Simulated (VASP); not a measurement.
# Mo (Im-3m) in VASP: notebook, part 2 of 2

VASP 6.6.1.

### Step 3. Single point, revPBE (volume scaled by 1.08)

The input, INCAR:

```
ALGO = Normal
EDIFF = 1E-7
ENCUT = 520
GGA = RE
ISIF = 2
ISMEAR = -1
LASPH = T
LCHARG = F
LREAL = F
LWAVE = F
NBANDS = 13
NELM = 60
PREC = Accurate
SIGMA = 0.1
```

The input, KPOINTS:

```
k-points
0
Gamma
  23 23 23
```

The input, POSCAR:

```
Mo
1.0
   -1.6276780474      1.6276780474      1.6276780474
    1.6276780474     -1.6276780474      1.6276780474
    1.6276780474      1.6276780474     -1.6276780474
Mo
1
Direct
    0.0000000000      0.0000000000      0.0000000000
```

Potentials or basis: VASP PAW PBE potentials, release 64 (Mo_sv).

On the command line:

```sh
cat potpaw_PBE.64/Mo_sv/POTCAR > POTCAR
mpirun -np 1 vasp_std > vasp.out
```

OUTCAR:

```text
EDIFF = 1E-7
   ENCUT = 520
   GGA = RE
   ISIF = 2
   ISMEAR = -1
   LASPH = T
   LREAL = F
   NELM = 60
   PREC = Accurate

 ion  position               nearest neighbor table
   1  0.000  0.000  0.000-

  LATTYP: Found a body centered cubic cell.
 ALAT       =     3.2553560948

  Lattice vectors:

 A1 = (  -1.6276780474,   1.6276780474,   1.6276780474)
 A2 = (   1.6276780474,  -1.6276780474,   1.6276780474)
 A3 = (   1.6276780474,   1.6276780474,  -1.6276780474)

Analysis of symmetry for initial positions (statically):
=====================================================================
 Subroutine PRICEL returns:
 Original cell was already a primitive cell.

 Routine SETGRP: Setting up the symmetry group for a
 body centered cubic supercell.

 Subroutine GETGRP returns: Found 48 space group operations
 (whereof 48 operations were pure point group operations)
 out of a pool of 48 trial point group operations.

The static configuration has the point symmetry O_h .

Analysis of symmetry for dynamics (positions and initial velocities):
=====================================================================
 Subroutine PRICEL returns:
 Original cell was already a primitive cell.

 Routine SETGRP: Setting up the symmetry group for a
 body centered cubic supercell.

 Subroutine GETGRP returns: Found 48 space group operations
 (whereof 48 operations were pure point group operations)
 out of a pool of 48 trial point group operations.

The dynamic configuration has the point symmetry O_h .

 Subroutine INISYM returns: Found 48 space group operations
 (whereof 48 operations are pure point group operations),
 and found     1 'primitive' translations

[... 109 lines left out ...]
   IALGO  =     38    algorithm
   IMIX   =      4    mixing-type and parameters
     AMIX     =   0.40;   BMIX     =  1.00
     AMIX_MAG =   1.60;   BMIX_MAG =  1.00
  volume/ion in A,a.u.               =      17.25       116.40
  Fermi-wavevector in a.u.,A,eV,Ry     =   1.527082  2.885766 31.728504  2.331979
  Thomas-Fermi vector in A             =   2.635027
   LORBIT       =      0    0 simple, 1 ext, 2 COOP (PROOUT), +10 PAW based schemes
   GGA     = RE    functional components
   LHFCALC =     F    Hartree Fock is set to
   AEXX    =    0.0000 exact exchange contribution
   IVDW    =     0    specifies the selected vdW correction
   LEPSILON=     F    determine dielectric tensor
   LRPA    =     F    only Hartree local field effects (RPA)
 non-spin polarized calculation
  energy-cutoff  :      520.00
  volume of cell :       17.25
 maximum number of plane-waves:       478
 NGX is ok and might be reduce to    24
   NGX = 11   NGY = 11   NGZ = 11

 number of electron      13.9999999 magnetization

 Free energy of the ion-electron system (eV)
  ---------------------------------------------------
  ext. energy  EPLUGINS =         0.00000000
  ---------------------------------------------------
  free energy    TOTEN  =       -10.42575533 eV

  energy without entropy =      -10.40465369  energy(sigma->0) =      -10.41520451

 E-fermi :  11.1116     XC(G=0): -12.7931

 val. band max:       11.0945991482   @ k =  -0.3043   0.3478   0.2174
 cond. band min:      11.1135675216   @ k =  -0.3043   0.3478   0.1739
 fundamental gap:      0.0189683734
 Fermi energy:        11.1115802125

 k-point     1 :       0.0000    0.0000    0.0000
  band No.  band energies     occupation
      1     -50.1778      2.00000
      2     -23.6383      2.00000
      3     -23.6383      2.00000
      4     -23.6383      2.00000
      5       4.2503      2.00000
      6       9.9335      1.99998
      7       9.9335      1.99998
      8       9.9335      1.99998
      9      12.6145      0.00000
     10      12.6146      0.00000
     11      25.7785      0.00000
     12      25.7785      0.00000
     13      25.7785      0.00000
[... 354 lines left out ...]
  band No.  band energies     occupation
      1     -50.1416      2.00000
      2     -23.8598      2.00000
      3     -23.6900      2.00000
      4     -23.6576      2.00000
      5       5.0986      2.00000
      6       9.5790      2.00000
      7       9.6847      2.00000
      8      10.7926      1.92088
      9      12.1007      0.00010
     10      12.7000      0.00000
     11      26.3179      0.00000
     12      26.8420      0.00000
     13      26.9862      0.00000

 [... further k-points ...]
[... 5 lines left out ...]
  --------------------------------------------------------------------------------------
  -------------------------------------------------------------------------------------
  Total       -1.7612860     -1.7612860     -1.7612860     -0.0000000     -0.0000000      0.0000000
  in kB     -163.5968612   -163.5968612   -163.5968612     -0.0000000     -0.0000000      0.0000000
  external PRESSURE =    -163.5968612 kB  Pullay stress =       0.0000000 kB

 VOLUME and BASIS-vectors are now :
 -----------------------------------------------------------------------------
  energy-cutoff  :      520.00
  volume of cell :       17.25
      direct lattice vectors                 reciprocal lattice vectors
    -1.627678047  1.627678047  1.627678047     0.000000000  0.307186056  0.307186056
     1.627678047 -1.627678047  1.627678047     0.307186056  0.000000000  0.307186056
     1.627678047  1.627678047 -1.627678047     0.307186056  0.307186056  0.000000000

 POSITION                                       TOTAL-FORCE (eV/Angst)
 -----------------------------------------------------------------------------------
      0.00000      0.00000      0.00000         0.000000     -0.000000     -0.000000
 -----------------------------------------------------------------------------------
    total drift:                                0.000000      0.000000      0.000000

  FREE ENERGIE OF THE ION-ELECTRON SYSTEM (eV)
  ---------------------------------------------------
  free  energy   TOTEN  =       -10.4257553348 eV

  energy  without entropy=      -10.4046536856  energy(sigma->0) =      -10.41520451
```

OSZICAR:

```text
N       E                     dE             d eps       ncg     rms          rms(c)
DAV:   1     0.925450661870E+02    0.92545E+02   -0.79927E+03  9536   0.109E+03
DAV:   2    -0.992898909855E+01   -0.10247E+03   -0.98569E+02 10994   0.306E+02
DAV:   3    -0.111328513431E+02   -0.12039E+01   -0.12001E+01 10664   0.331E+01
DAV:   4    -0.111357400773E+02   -0.28887E-02   -0.28887E-02 10504   0.198E+00
DAV:   5    -0.111357598846E+02   -0.19807E-04   -0.19808E-04 10794   0.147E-01    0.115E+01
DAV:   6    -0.104998822604E+02    0.63588E+00   -0.85447E-01  9679   0.111E+01    0.268E+00
DAV:   7    -0.104280939378E+02    0.71788E-01   -0.14004E-01 10539   0.424E+00    0.111E+00
DAV:   8    -0.104256054064E+02    0.24885E-02   -0.49095E-03  9794   0.893E-01    0.210E-01
DAV:   9    -0.104257387210E+02   -0.13331E-03   -0.18933E-04 11039   0.174E-01    0.687E-02
DAV:  10    -0.104257552738E+02   -0.16553E-04   -0.21120E-05  9779   0.521E-02    0.672E-03
DAV:  11    -0.104257553348E+02   -0.60978E-07   -0.19651E-07 10946   0.436E-03
   1 F= -.10425755E+02 E0= -.10415205E+02  d E =-.211016E-01
```

stdout:

```text
POSCAR found type information on POSCAR Mo
 POSCAR found :  1 types and       1 ions
 scaLAPACK will be used
 -----------------------------------------------------------------------------
|                                                                             |
|                                                                             |
|     You enforced a specific xc type in the INCAR file but a different       |
|     I HOPE YOU KNOW WHAT YOU ARE DOING!                                     |
|                                                                             |
 -----------------------------------------------------------------------------

 LDA part: xc-table for (Slater+PW92), standard interpolation
 POSCAR, INCAR and KPOINTS ok, starting setup
 FFT: planning ... GRIDC
 FFT: planning ... GRID_SOFT
 FFT: planning ... GRID
 WAVECAR not read
 entering main loop
```

Wall time 49 s (1 thread of Intel Xeon Platinum 8259CL at 2.50GHz (Skylake/Cascade Lake), shared host); peak memory 0.2 GiB.

What came out:

```yaml
Free_energy: -10.4258 eV
Pressure: -16.4 GPa
Band_gap_on_the_k_mesh: zero (band 7 reaches 14.45 eV, above the bottom of band 8 at 9.93 eV)
```

Caveat: the cell differs from its parent crystal (volume scaled by 1.08); the PAW data sets were made with another functional, which shifts forces and pressure a little.

### Step 4. Single point, revPBE (volume scaled by 1.12)

The input, INCAR:

```
SYSTEM = Mo
PREC = Accurate
ENCUT = 520
EDIFF = 1E-6
ISMEAR = -1
SIGMA = 0.1
LREAL = .FALSE.
LASPH = .TRUE.
NELM = 60
ALGO = Normal
ISIF = 2
LWAVE = .FALSE.
LCHARG = .FALSE.
GGA = RE
NBANDS = 13
```

The input, KPOINTS:

```
Automatic mesh
0
G
  23 23 23
  0 0 0
```

The input, POSCAR:

```
Mo
1.0
   -1.6475297362      1.6475297362      1.6475297362
    1.6475297362     -1.6475297362      1.6475297362
    1.6475297362      1.6475297362     -1.6475297362
Mo
1
Direct
    0.0000000000      0.0000000000      0.0000000000
```

On the command line:

```sh
cat potpaw_PBE.64/Mo_sv/POTCAR > POTCAR
mpirun -np 1 vasp_std > vasp.out
```

Run time: 47 s. Hardware: 1 thread of Intel Xeon Platinum 8259CL at 2.50GHz (Skylake/Cascade Lake), shared host; peak memory 0.2 GiB.

The run converged. Its results:

- Free energy: -10.3485 eV
- Pressure: -22.3 GPa
- Band gap on the k mesh: zero (band 7 reaches 13.75 eV, above the bottom of band 8 at 9.46 eV)

Levels at points of the mesh, in eV from the Fermi level:
```
           k point  band 4  band 5  band 6  band 7  band 8  band 9  band 10  band 11
(0.00, 0.00, 0.00)  -34.82   -6.72   -1.12   -1.12   -1.12    1.44     1.44    14.60
```

Caveat: the cell differs from its parent crystal (volume scaled by 1.12); the PAW data sets were made with another functional, which shifts forces and pressure a little.

### Step 5. Single point, revPBE, non-collinear spin, zero start, spin-orbit coupling

This run uses another cell than the first one, of 15.97 Å³/atom, 0.962 times its volume.

The input, INCAR:

```
PREC = Accurate
ENCUT = 500
EDIFF = 1E-6
ISMEAR = -1
SIGMA = 0.1
LREAL = False
LASPH = True
NELM = 200
ALGO = Normal
ISIF = 2
LWAVE = False
LCHARG = True
MAGMOM = 0 0 0
LORBIT = 11
LSORBIT = True
GGA_COMPAT = False
LORBMOM = True
LMAXMIX = 4
GGA = RE
LVHAR = True
NBANDS = 25
```

The input, KPOINTS:

```
regular mesh
0
Gamma
  14 14 14
```

The input, POSCAR:

```
Mo
1.0
   -1.5864531609      1.5864531609      1.5864531609
    1.5864531609     -1.5864531609      1.5864531609
    1.5864531609      1.5864531609     -1.5864531609
Mo
1
Direct
    0.0000000000      0.0000000000      0.0000000000
```

Potentials or basis: VASP PAW PBE potentials, release 64 (Mo_sv).

On the command line:

```sh
cat potpaw_PBE.64/Mo_sv/POTCAR > POTCAR
mpirun -np 1 vasp_ncl > vasp.out
```

OUTCAR:

```text
PREC = Accurate
   ENCUT = 500
   EDIFF = 1E-6
   ISMEAR = -1
   LREAL = False
   LASPH = True
   NELM = 200
   ISIF = 2
   LORBIT = 11
   LSORBIT = True
   GGA = RE

 ion  position               nearest neighbor table
   1  0.000  0.000  0.000-

  LATTYP: Found a body centered cubic cell.
 ALAT       =     3.1729063218

  Lattice vectors:

 A1 = (  -1.5864531609,   1.5864531609,   1.5864531609)
 A2 = (   1.5864531609,  -1.5864531609,   1.5864531609)
 A3 = (   1.5864531609,   1.5864531609,  -1.5864531609)

Analysis of symmetry for initial positions (statically):
=====================================================================
 Subroutine PRICEL returns:
 Original cell was already a primitive cell.

 Routine SETGRP: Setting up the symmetry group for a
 body centered cubic supercell.

 Subroutine GETGRP returns: Found 48 space group operations
 (whereof 48 operations were pure point group operations)
 out of a pool of 48 trial point group operations.

The static configuration has the point symmetry O_h .

Analysis of symmetry for dynamics (positions and initial velocities):
=====================================================================
 Subroutine PRICEL returns:
 Original cell was already a primitive cell.

 Routine SETGRP: Setting up the symmetry group for a
 body centered cubic supercell.

 Subroutine GETGRP returns: Found 48 space group operations
[... 874 lines left out ...]

  energy  without entropy=      -10.5617082137  energy(sigma->0) =      -10.57568137

 orbital moment (x)

 # of ion     p       d       tot
 ----------------------------------------
  1        -0.000  -0.000  -0.000
 ----------------------------------------
           -0.000  -0.000  -0.000

 orbital moment (y)

 # of ion     p       d       tot
 ----------------------------------------
  1        -0.000  -0.000  -0.000
 ----------------------------------------
           -0.000  -0.000  -0.000

 orbital moment (z)

 # of ion     p       d       tot
 ----------------------------------------
  1         0.000   0.000   0.000
 ----------------------------------------
            0.000   0.000   0.000

 Spin-Orbit-Coupling matrix elements

 Ion:    1  E_soc:     -0.2058873
 l=   1
     0.0000000    -0.0300329    -0.0300329
    -0.0300329     0.0000000    -0.0300329
    -0.0300329    -0.0300329     0.0000000
 l=   2
     0.0000000    -0.0010913     0.0000000    -0.0010913    -0.0031904
    -0.0010913     0.0000000    -0.0023928    -0.0010913    -0.0007976
     0.0000000    -0.0023928     0.0000000    -0.0023928     0.0000000
    -0.0010913    -0.0010913    -0.0023928     0.0000000    -0.0007976
    -0.0031904    -0.0007976     0.0000000    -0.0007976     0.0000000
 l=   3
     0.0000000     0.0000000     0.0000000     0.0000000     0.0000000     0.0000000     0.0000000
     0.0000000     0.0000000     0.0000000     0.0000000     0.0000000     0.0000000     0.0000000
     0.0000000     0.0000000     0.0000000     0.0000000     0.0000000     0.0000000     0.0000000
     0.0000000     0.0000000     0.0000000     0.0000000     0.0000000     0.0000000     0.0000000
     0.0000000     0.0000000     0.0000000     0.0000000     0.0000000     0.0000000     0.0000000
     0.0000000     0.0000000     0.0000000     0.0000000     0.0000000     0.0000000     0.0000000
     0.0000000     0.0000000     0.0000000     0.0000000     0.0000000     0.0000000     0.0000000

 total charge

# of ion       s       p       d       tot
------------------------------------------
    1        2.373   6.203   3.872  12.448

 magnetization (x)

# of ion       s       p       d       tot
------------------------------------------
    1        0.000   0.000   0.000   0.000

 magnetization (y)

# of ion       s       p       d       tot
------------------------------------------
    1        0.000   0.000   0.000   0.000

 magnetization (z)

# of ion       s       p       d       tot
------------------------------------------
    1        0.000   0.000   0.000   0.000
```

OSZICAR:

```text
N       E                     dE             d eps       ncg     rms          rms(c)
DAV:   1     0.134580406498E+03    0.13458E+03   -0.79680E+03  5200   0.113E+03
DAV:   2    -0.861847511799E+01   -0.14320E+03   -0.13807E+03  5994   0.374E+02
DAV:   3    -0.112270329187E+02   -0.26086E+01   -0.25873E+01  5881   0.518E+01
DAV:   4    -0.112363686960E+02   -0.93358E-02   -0.93344E-02  5862   0.341E+00
DAV:   5    -0.112364428167E+02   -0.74121E-04   -0.74120E-04  5933   0.270E-01    0.137E+01
DAV:   6    -0.106693996512E+02    0.56704E+00   -0.77161E-01  5463   0.109E+01    0.370E+00
DAV:   7    -0.105924342986E+02    0.76965E-01   -0.16254E-01  5879   0.470E+00    0.111E+00
DAV:   8    -0.105898262258E+02    0.26081E-02   -0.27376E-03  5523   0.662E-01    0.804E-01
DAV:   9    -0.105896124546E+02    0.21377E-03   -0.72270E-04  5618   0.354E-01    0.998E-02
DAV:  10    -0.105896489589E+02   -0.36504E-04   -0.16648E-05  6030   0.533E-02    0.569E-02
DAV:  11    -0.105896545585E+02   -0.55996E-05   -0.10777E-05  5465   0.403E-02    0.450E-03
DAV:  12    -0.105896545164E+02    0.42103E-07   -0.15087E-07  3314   0.461E-03
   1 F= -.10589655E+02 E0= -.10575681E+02  d E =-.279463E-01  mag=    -0.0000     0.0000     0.0000
```

It took 86 s on 1 thread of AMD EPYC 7R43 (Zen 3), shared host; peak memory 0.15 GiB.

What came out:

| Property | Result |
| --- | --- |
| Free energy | -10.5897 eV |
| Pressure | 0.6 GPa |
| Net moment | 0.00 μB per cell |
| Valence electrons inside the program's atomic spheres | Mo 12.45 |

Moments on the atoms (μB; x, y, z):
```
Mo  0.00 0.00 0.00
```

Caveat: the PAW data sets were made with another functional, which shifts forces and pressure a little.

### Step 6. Summary

| spin | cell | k mesh | cutoff (eV) | gap on the mesh (eV) | pressure (GPa) |
| --- | --- | --- | --- | --- | --- |
| off | a = 2.784 Å, angles 109.5°, 1 atom | 23 × 23 × 23 | 520 | none | -9.0 |
| off | a = 2.819 Å, angles 109.5°, 1 atom | 23 × 23 × 23 | 520 | none | -16.4 |
| off | a = 2.854 Å, angles 109.5°, 1 atom | 23 × 23 × 23 | 520 | none | -22.3 |
| non-collinear, zero start, SOC | a = 2.748 Å, angles 109.5°, 1 atom | 14 × 14 × 14 | 500 | - | 0.6 |

Alike in all rows: task single point; level revPBE; potentials or basis VASP PAW PBE potentials, release 64 (Mo_sv); smearing fermi-dirac 0.1 eV.

Caveats: the PAW data sets were made with another functional, which shifts forces and pressure a little.

Absolute energies hang on the potentials; compare differences alone.
